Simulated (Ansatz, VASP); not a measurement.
## Na2S: VASP beside Ansatz

INCAR

```
PREC = Accurate
ENCUT = 500
EDIFF = 1E-6
ISMEAR = 0
SIGMA = 0.05
LREAL = False
LASPH = True
NELM = 120
ALGO = Normal
ISIF = 2
LWAVE = False
LCHARG = True
GGA = PS
LELF = True
LVHAR = True
NBANDS = 17
GGA_COMPAT = False
```

File KPOINTS:

```
regular mesh
0
Gamma
  4 4 4
```

File POSCAR:

```
Na2S
1.0
    0.0000000000      3.2530616683      3.2530616683
    3.2530616683      0.0000000000      3.2530616683
    3.2530616683      3.2530616683      0.0000000000
S Na
1 2
Direct
    0.0000000000      0.0000000000      0.0000000000
    0.2500000000      0.2500000000      0.2500000000
    0.7500000000      0.7500000000      0.7500000000
```

Input for Ansatz:

```yaml
crystal:
  lattice:
    - [0.0, 3.2530616683, 3.2530616683]
    - [3.2530616683, 0.0, 3.2530616683]
    - [3.2530616683, 3.2530616683, 0.0]
  atoms:
    - { symbol: S, position: [0.0, 0.0, 0.0] }
    - { symbol: Na, position: [0.25, 0.25, 0.25] }
    - { symbol: Na, position: [0.75, 0.75, 0.75] }
basis:
  ecutwfc: 420
kpoints:
  mp_grid: { grid: [4, 4, 4] }
hamiltonian:
  xc: pbesol
scf:
  occupations: { method: gaussian, width: 0.05 }
output:
  forces: true
  stress: true
  eigenvalues: true
```

Alike in both runs: task single point; functional PBEsol; k mesh 4 × 4 × 4; occupations gaussian, width 0.05 eV; no spin polarisation.

```csv
,VASP,Ansatz
version,VASP 6.6.1,Ansatz 0.2.0
potentials or method,"VASP PAW PBE potentials, release 64 (S, Na_pv), cutoff 500 eV","scalar-relativistic, plane waves, PAW"
valence electrons in the cell,20,24
```

Ansatz gave:

- gap on the k mesh at the Fermi level (eV): 2.42
- least direct gap on the mesh (eV): 2.42
- pressure (GPa): 0.0

Task: What did VASP give for the same quantities?

Result: gap on the k mesh at the Fermi level (eV): 2.41; least direct gap on the mesh (eV): 2.41; pressure (GPa): 0.0.

VASP's potentials were made for PBE, not for PBEsol. VASP's potentials hold 20 valence electrons a cell and Ansatz's 24, so a difference there can come from the potentials and not from the codes.
